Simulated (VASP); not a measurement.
# Pd (Fm-3m) in VASP: settings compared

Pd is run at these levels: PBE, PBE+D3(BJ); tasks: single point.

Everything below comes from runs of VASP 6.6.1. Logs are shortened: lines on timing, memory, paths and dates and some standing lists are left out, and cuts for length are marked.

**1. The cell of the first run**

The structure is cubic, space group Fm-3m (No. 225). The conventional cell has a = 3.893 Å, b = 3.893 Å, c = 3.893 Å, α = 90.00°, β = 90.00°, γ = 90.00°. Pd (site symmetry m-3m) has 12 Pd at 2.75 Å within 3.6 Å.

**2. Single point, PBE**

INCAR

```
PREC = Accurate ; ENCUT = 500
EDIFF = 1E-6 ; ISMEAR = -1
SIGMA = 0.02 ; LREAL = F
LASPH = T ; NELM = 120
ALGO = Normal ; ISIF = 2
LWAVE = F ; LCHARG = T
GGA = PE ; LELF = T
LVHAR = T ; NBANDS = 11
GGA_COMPAT = F
```

KPOINTS

```
regular mesh
0
Gamma
  7 7 7
```

POSCAR

```
Pd
1.0
    0.0000000000      1.9465000000      1.9465000000
    1.9465000000      0.0000000000      1.9465000000
    1.9465000000      1.9465000000      0.0000000000
Pd
1
Direct
    0.0000000000      0.0000000000      0.0000000000
```

Potentials or basis: VASP PAW PBE potentials, release 64 (Pd).

Started as:

```console
$ cat potpaw_PBE.64/Pd/POTCAR > POTCAR
$ mpirun -np 1 vasp_std > vasp.out
```

OUTCAR:

```text
PREC = Accurate
   ENCUT = 500
   EDIFF = 1E-6
   ISMEAR = -1
   LREAL = F
   LASPH = T
   NELM = 120
   ISIF = 2
   GGA = PE

 ion  position               nearest neighbor table
   1  0.000  0.000  0.000-

  LATTYP: Found a face centered cubic cell.
 ALAT       =     3.8930000000

  Lattice vectors:

 A1 = (   0.0000000000,   1.9465000000,   1.9465000000)
 A2 = (   1.9465000000,   0.0000000000,   1.9465000000)
 A3 = (   1.9465000000,   1.9465000000,   0.0000000000)

Analysis of symmetry for initial positions (statically):
[... 33 lines left out ...]
                                     Primitive cell

  volume of cell :      14.7500

  direct lattice vectors                    reciprocal lattice vectors
     0.000000000  1.946500000  1.946500000    -0.256871307  0.256871307  0.256871307
     1.946500000  0.000000000  1.946500000     0.256871307 -0.256871307  0.256871307
     1.946500000  1.946500000  0.000000000     0.256871307  0.256871307 -0.256871307

  length of vectors
     2.752766699  2.752766699  2.752766699     0.444914156  0.444914156  0.444914156

  position of ions in fractional coordinates (direct lattice)
     0.000000000  0.000000000  0.000000000

  ion indices of the primitive-cell ions
   primitive index   ion index
                 1           1

----------------------------------------------------------------------------------------

 KPOINTS: regular mesh

Automatic generation of k-mesh.
 Grid dimensions read from file:
 generate k-points for:    7    7    7

 Generating k-lattice:

  Cartesian coordinates                     Fractional coordinates (reciprocal lattice)
    -0.036695901  0.036695901  0.036695901     0.142857143  0.000000000  0.000000000
     0.036695901 -0.036695901  0.036695901     0.000000000  0.142857143  0.000000000
     0.036695901  0.036695901 -0.036695901     0.000000000  0.000000000  0.142857143

  Length of vectors
     0.063559165  0.063559165  0.063559165

  Shift w.r.t. Gamma in fractional coordinates (k-lattice)
     0.000000000  0.000000000  0.000000000

 Subroutine IBZKPT returns following result:
 ===========================================

 Found     20 irreducible k-points:

 Following reciprocal coordinates:
            Coordinates               Weight
  0.000000  0.000000  0.000000      1.000000
  0.142857  0.000000  0.000000      8.000000
  0.285714  0.000000  0.000000      8.000000
  0.428571  0.000000  0.000000      8.000000
  0.142857  0.142857  0.000000      6.000000
  0.285714  0.142857  0.000000     24.000000
[... 12 lines left out ...]
 -0.428571  0.428571  0.142857     24.000000
 -0.285714  0.428571  0.142857     24.000000
   k-points           NKPTS =     20   k-points in BZ     NKDIM =     20   number of bands    NBANDS=     11
   number of dos      NEDOS =    301   number of ions     NIONS =      1
   total plane-waves  NPLWV =   8000
   dimension x,y,z NGX =    20 NGY =   20 NGZ =   20
   dimension x,y,z NGXF=    40 NGYF=   40 NGZF=   40
   ions per type =               1
   NGX,Y,Z   is equivalent  to a cutoff of  12.08, 12.08, 12.08 a.u.
   NGXF,Y,Z  is equivalent  to a cutoff of  24.16, 24.16, 24.16 a.u.
 SYSTEM =  unknown system
   PREC   = accura    normal or accurate (medium, high low for compatibility)
   ISTART =      0    job   : 0-new  1-cont  2-samecut
   ICHARG =      2    charge: 1-file 2-atom 10-const
   ISPIN  =      1    spin polarized calculation?
   LNONCOLLINEAR =      F non collinear calculations
   LSORBIT =      F    spin-orbit coupling
   LASPH  =      T    aspherical Exc in radial PAW
   ENCUT  =  500.0 eV  36.75 Ry    6.06 a.u.   5.02  5.02  5.02*2*pi/ulx,y,z
   NELM   =    120;   NELMIN=  2; NELMDL= -5     # of ELM steps
   EDIFF  = 0.1E-05   stopping-criterion for ELM
   LREAL  =      F    real-space projection
   EDIFFG = 0.1E-04   stopping-criterion for IOM
   NSW    =      0    number of steps for IOM
   IBRION =     -1    ionic relax: 0-MD 1-quasi-New 2-CG
   NFREE  =      0    steps in history (QN), initial steepest desc. (CG)
   ISIF   =      2    stress and relaxation
   ISYM   =      2    0-nonsym 1-usesym 2-fastsym
   POTIM  = 0.5000    time-step for ionic-motion
   TEBEG  =    0.0;   TEEND  =   0.0 temperature during run
   PSTRESS=    0.0 pullay stress
   NELECT =      10.0000    total number of electrons
   NUPDOWN=      -1.0000    fix difference up-down
   EMIN   =  10.00;   EMAX   =-10.00  energy-range for DOS
   EFERMI =   0.00;   METHOD = LEGACY
   ISMEAR =    -1;   SIGMA  =   0.02  broadening in eV -4-tet -1-fermi 0-gaus
   EFERMI_NEDOS =   21; number of points for ismear=-14 and -15
   IALGO  =     38    algorithm
   IMIX   =      4    mixing-type and parameters
     AMIX     =   0.40;   BMIX     =  1.00
     AMIX_MAG =   1.60;   BMIX_MAG =  1.00
  volume/ion in A,a.u.               =      14.75        99.54
  Fermi-wavevector in a.u.,A,eV,Ry     =   1.438171  2.717748 28.141404  2.068335
  Thomas-Fermi vector in A             =   2.557167
   LORBIT       =      0    0 simple, 1 ext, 2 COOP (PROOUT), +10 PAW based schemes
   GGA     = PE    functional components
   LHFCALC =     F    Hartree Fock is set to
   AEXX    =    0.0000 exact exchange contribution
   IVDW    =     0    specifies the selected vdW correction
   LEPSILON=     F    determine dielectric tensor
   LRPA    =     F    only Hartree local field effects (RPA)
 non-spin polarized calculation
  energy-cutoff  :      500.00
  volume of cell :       14.75
 maximum number of plane-waves:       383
   NGX =  9   NGY =  9   NGZ =  9

 number of electron      10.0000000 magnetization

 number of electron       9.9999999 magnetization

 Free energy of the ion-electron system (eV)
  ---------------------------------------------------
  ext. energy  EPLUGINS =         0.00000000
  ---------------------------------------------------
  free energy    TOTEN  =        -5.21231573 eV

  energy without entropy =       -5.20649344  energy(sigma->0) =       -5.20940458

 E-fermi :   9.8599     XC(G=0): -13.1756

 val. band max:        9.8424532969   @ k =   0.4286   0.2857   0.0000
 cond. band min:       9.8773232852   @ k =  -0.2857   0.4286   0.1429
 fundamental gap:      0.0348699883
 Fermi energy:         9.8598621024

 k-point     1 :       0.0000    0.0000    0.0000
  band No.  band energies     occupation
      1       2.6457      2.00000
      2       6.9809      2.00000
      3       6.9809      2.00000
      4       6.9809      2.00000
      5       8.6029      2.00000
      6       8.6029      2.00000
      7      26.9703      0.00000
      8      31.7566      0.00000
      9      31.7566      0.00000
     10      31.7566      0.00000
     11      36.1272      0.00000

 k-point     2 :       0.1429    0.0000    0.0000
  band No.  band energies     occupation
      1       3.3489      2.00000
      2       6.7771      2.00000
      3       7.1922      2.00000
      4       7.1922      2.00000
      5       8.5306      2.00000
      6       8.5306      2.00000
      7      27.3858      0.00000
      8      28.6163      0.00000
      9      32.5490      0.00000
     10      32.5490      0.00000
     11      36.4359      0.00000

 k-point     3 :       0.2857    0.0000    0.0000
  band No.  band energies     occupation
      1       4.5243      2.00000
      2       7.2284      2.00000
      3       7.2284      2.00000
      4       7.3063      2.00000
      5       8.9305      2.00000
      6       8.9305      2.00000
      7      23.0160      0.00000
      8      27.7399      0.00000
      9      33.2781      0.00000
     10      33.2781      0.00000
     11      35.9699      0.00000

 k-point     4 :       0.4286    0.0000    0.0000
  band No.  band energies     occupation
      1       4.5446      2.00000
      2       6.9787      2.00000
      3       6.9787      2.00000
      4       9.6767      1.99979
      5       9.6767      1.99979
      6      10.0190      0.00070
      7      18.1680      0.00000
      8      26.5194      0.00000
      9      31.2516      0.00000
     10      31.2516      0.00000
     11      36.1856      0.00000

 k-point     5 :       0.1429    0.1429    0.0000
  band No.  band energies     occupation
      1       3.5848      2.00000
      2       6.4809      2.00000
      3       7.4228      2.00000
      4       7.4228      2.00000
      5       8.1192      2.00000
      6       8.8096      2.00000
      7      27.9807      0.00000
      8      29.6589      0.00000
      9      30.7724      0.00000
     10      30.7724      0.00000
     11      36.1683      0.00000
[... 155 lines left out ...]
 k-point    17 :       0.4286    0.2857    0.1429
  band No.  band energies     occupation
      1       5.6485      2.00000
      2       5.8539      2.00000
      3       6.8651      2.00000
      4       8.6059      2.00000
      5       8.6240      2.00000
      6      10.9383      0.00000
      7      23.8236      0.00000
      8      24.4754      0.00000
      9      27.8690      0.00000
     10      32.4225      0.00000
     11      34.7325      0.00000

 k-point    18 :      -0.4286    0.2857    0.1429
  band No.  band energies     occupation
      1       5.6414      2.00000
      2       6.1257      2.00000
      3       6.9204      2.00000
      4       8.1897      2.00000
      5       9.5430      2.00000
      6      14.0016      0.00000
      7      18.8979      0.00000
      8      24.2074      0.00000
      9      25.6965      0.00000
     10      31.8734      0.00000
     11      35.9922      0.00000

 k-point    19 :      -0.4286    0.4286    0.1429
  band No.  band energies     occupation
      1       5.1195      2.00000
      2       5.3506      2.00000
      3       7.8231      2.00000
      4       9.1400      2.00000
      5       9.8854      0.43629
      6      14.5193      0.00000
      7      21.5366      0.00000
      8      21.7725      0.00000
      9      22.5550      0.00000
     10      32.8526      0.00000
     11      34.6596      0.00000

 k-point    20 :      -0.2857    0.4286    0.1429
  band No.  band energies     occupation
      1       5.4950      2.00000
      2       6.0320      2.00000
      3       6.9188      2.00000
      4       8.5522      2.00000
      5       9.8773      0.58924
      6      17.5454      0.00000
      7      18.2036      0.00000
      8      20.6707      0.00000
      9      23.4930      0.00000
     10      33.0770      0.00000
     11      36.3790      0.00000

------------------------ aborting loop because EDIFF is reached ----------------------------------------

  FORCE on cell =-STRESS in cart. coord.  units (eV):
  Direction    XX          YY          ZZ          XY          YZ          ZX
  --------------------------------------------------------------------------------------
  -------------------------------------------------------------------------------------
  Total        0.6931120      0.6931120      0.6931120      0.0000000      0.0000000     -0.0000000
  in kB       75.2871316     75.2871316     75.2871316      0.0000000      0.0000000     -0.0000000
  external PRESSURE =      75.2871316 kB  Pullay stress =       0.0000000 kB

 VOLUME and BASIS-vectors are now :
 -----------------------------------------------------------------------------
  energy-cutoff  :      500.00
  volume of cell :       14.75
      direct lattice vectors                 reciprocal lattice vectors
     0.000000000  1.946500000  1.946500000    -0.256871307  0.256871307  0.256871307
     1.946500000  0.000000000  1.946500000     0.256871307 -0.256871307  0.256871307
     1.946500000  1.946500000  0.000000000     0.256871307  0.256871307 -0.256871307

 POSITION                                       TOTAL-FORCE (eV/Angst)
 -----------------------------------------------------------------------------------
      0.00000      0.00000      0.00000         0.000000      0.000000      0.000000
 -----------------------------------------------------------------------------------
    total drift:                               -0.000000     -0.000000     -0.000000

  FREE ENERGIE OF THE ION-ELECTRON SYSTEM (eV)
  ---------------------------------------------------
  free  energy   TOTEN  =        -5.2123157322 eV

  energy  without entropy=       -5.2064934369  energy(sigma->0) =       -5.20940458
```

Run time: 5.5 s. Hardware: 1 thread of AMD EPYC 7R13 (Zen 3), shared host; peak memory 0.09 GiB.

Results:

* Free energy: -5.2123 eV
* Pressure: 7.5 GPa
* Band gap on the k mesh: zero (band 5 reaches 9.97 eV, above the bottom of band 6 at 8.53 eV)

Caveat: the k points lie up to 0.40 Å⁻¹ apart.

**3. Single point, PBE+D3(BJ), collinear spin, ferromagnetic start (volume scaled by 0.94)**

INCAR

```
SYSTEM = Pd
PREC = Accurate
ENCUT = 500
EDIFF = 1E-6
ISMEAR = -1
SIGMA = 0.05
LREAL = .False.
LASPH = .True.
NELM = 200
ALGO = Normal
ISIF = 2
LWAVE = .False.
LCHARG = .False.
ISPIN = 2
MAGMOM = 1
LORBIT = 11
NUPDOWN = 1.0
LMAXMIX = 4
GGA = PE
IVDW = 12
NBANDS = 15
GGA_COMPAT = .False.
```

KPOINTS

```
regular mesh
0
Gamma
  12 12 12
  0 0 0
```

POSCAR

```
Pd
1.0
    0.0000000000      1.9067643606      1.9067643606
    1.9067643606      0.0000000000      1.9067643606
    1.9067643606      1.9067643606      0.0000000000
Pd
1
Direct
    0.0000000000      0.0000000000      0.0000000000
```

Potentials or basis: VASP PAW PBE potentials, release 64 (Pd).

Started as:

```console
$ cat potpaw_PBE.64/Pd/POTCAR > POTCAR
$ mpirun -np 1 vasp_std > vasp.out
```

It took 25 s on 1 thread of AMD EPYC 7R13 (Zen 3), shared host; peak memory 0.12 GiB.

Results (log left out):

```
Free energy                                           : -5.4530 eV
Pressure                                              : 18.4 GPa
Net moment                                            : 1.00 μB per cell
Site moments                                          : Pd +0.97 μB
Valence electrons inside the program's atomic spheres : Pd 9.56
Dispersion energy per atom                            : -0.713 eV
```

Caveat: three body term missing; the total moment is fixed, so each spin has its own Fermi level.

**4. Single point, PBE+D3(BJ), collinear spin, ferromagnetic start (volume scaled by 0.96)**

INCAR

```
PREC = Accurate
ENCUT = 500
EDIFF = 1E-6
ISMEAR = -1
SIGMA = 0.05
LREAL = False
LASPH = True
NELM = 200
ALGO = Normal
ISIF = 2
LWAVE = False
LCHARG = False
ISPIN = 2
MAGMOM = 1
LORBIT = 11
NUPDOWN = 1.0
LMAXMIX = 4
GGA = PE
IVDW = 12
NBANDS = 15
GGA_COMPAT = False
```

KPOINTS

```
regular mesh
0
Gamma
  12 12 12
```

POSCAR

```
Pd
1.0
    0.0000000000      1.9201927211      1.9201927211
    1.9201927211      0.0000000000      1.9201927211
    1.9201927211      1.9201927211      0.0000000000
Pd
1
Direct
    0.0000000000      0.0000000000      0.0000000000
```

Started as:

```console
$ cat potpaw_PBE.64/Pd/POTCAR > POTCAR
$ mpirun -np 1 vasp_std > vasp.out
```

It took 23 s on 1 thread of AMD EPYC 7R13 (Zen 3), shared host; peak memory 0.12 GiB.

The run converged. Its results:

```
Free energy                                           : -5.4816 eV
Pressure                                              : 12.7 GPa
Net moment                                            : 1.00 μB per cell
Site moments                                          : Pd +0.97 μB
Valence electrons inside the program's atomic spheres : Pd 9.51
Dispersion energy per atom                            : -0.697 eV
```

Caveat: three body term missing; the total moment is fixed, so each spin has its own Fermi level.

**5. Overview**

```csv
level,spin,fixed moment (μB),cell,k mesh,smearing,pressure (GPa),moment (μB)
PBE,off,-,"a = 2.753 Å, angles 60.0°, 1 atom",7 × 7 × 7,fermi-dirac 0.02 eV,7.5,-
PBE+D3(BJ),"collinear, ferromagnetic start",1.0,"a = 2.697 Å, angles 60.0°, 1 atom",12 × 12 × 12,fermi-dirac 0.05 eV,18.4,1.00
PBE+D3(BJ),"collinear, ferromagnetic start",1.0,"a = 2.716 Å, angles 60.0°, 1 atom",12 × 12 × 12,fermi-dirac 0.05 eV,12.7,1.00
```

Alike in all rows: task single point; potentials or basis VASP PAW PBE potentials, release 64 (Pd); cutoff (eV) 500.

Caveats: some runs use coarse meshes; three body term missing (some runs); the total moment is fixed, so each spin has its own Fermi level (some runs).

Total energies depend on the potentials used, so only differences within one code and one set of settings carry meaning.
